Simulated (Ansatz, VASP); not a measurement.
**PbSe in VASP and in Ansatz**

```
Pb Se
1.0
     4.35522    0.00000    0.00000
    -0.01017    4.35521    0.00000
    -2.17253   -2.17761   11.83861
Pb Se
2 2
Direct
  0.80684 0.80730 0.61844
  0.18545 0.19981 0.38238
  0.28733 0.32315 0.62319
  0.68427 0.69990 0.37796
```

Change from the starting cell: volume scaled by 0.96.

Alike in both runs: task single point; functional PBEsol; k mesh 6 × 6 × 3; occupations fermi-dirac, width 0.05 eV; no spin polarisation.

```csv
,VASP,Ansatz
version,VASP 6.6.1,Ansatz 0.2.0
potentials or method,"VASP PAW PBE potentials, release 64 (Pb_d, Se), cutoff 520 eV","all-electron LAPW, scalar-relativistic"
```

```tsv
	VASP	Ansatz	Ansatz less VASP
gap on the k mesh at the Fermi level (eV)	1.51	1.51	-0.001
least direct gap on the mesh (eV)	1.51	1.51	-0.001
rms of the force components (eV/Å)	0.141	0.145	+0.0041
```

VASP's potentials were made for PBE, not for PBEsol. Atom by atom the forces differ by 0.005 eV/Å (rms over components). Ansatz ran all-electron here, and VASP with PAW potentials.

Spin-orbit coupling is off throughout.
